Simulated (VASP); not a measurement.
Wanted: the native input for a VASP 6.6.1 run.

```yaml
Task: single point
Functional: PBE
Potentials_or_basis: VASP PAW PBE potentials, release 64 (In_d, Ru_pv)
Cutoff: 520 eV
k_mesh: 4 × 4 × 4
Occupations: gaussian, width 0.1 eV
Spin: no spin polarisation
Dipole_correction: no
Further_INCAR_settings: ALGO = Normal; EDIFF = 1e-06; NBANDS = 36
```

The structure of InRu3 lies in POSCAR:

```
InRu3
1.0
    0.0000000000      3.1425232198      3.1425232198
    3.1425232198      0.0000000000      3.1425232198
    3.1425232198      3.1425232198      0.0000000000
In Ru
1 3
Direct
    0.0000000000      0.0000000000      0.0000000000
    0.2500000000      0.2500000000      0.2500000000
    0.7500000000      0.7500000000      0.7500000000
    0.5000000000      0.5000000000      0.5000000000
```

One way to write it, as run:

INCAR

```
SYSTEM = InRu3
PREC = Accurate
ENCUT = 520
EDIFF = 1E-6
ISMEAR = 0
SIGMA = 0.1
LREAL = .False.
LASPH = .True.
NELM = 60
ALGO = Normal
ISIF = 2
LWAVE = .False.
LCHARG = .False.
GGA = PE
NBANDS = 36
```

KPOINTS

```
regular mesh
0
Gamma
  4 4 4
  0 0 0
```

Potentials or basis: VASP PAW PBE potentials, release 64 (In_d, Ru_pv).

Command:

```bash
$ cat potpaw_PBE.64/In_d/POTCAR potpaw_PBE.64/Ru_pv/POTCAR > POTCAR
$ mpirun -np 1 vasp_std > vasp.out
```

It gave:

| Property | Result |
| --- | --- |
| Pressure | 0.0 GPa |

Caveat: the k points lie up to 0.43 Å⁻¹ apart.

It took 18 s on 1 thread of Intel(R) Xeon(R) Platinum 8488C (Sapphire Rapids) (shared host), peak memory 0.2 GiB.
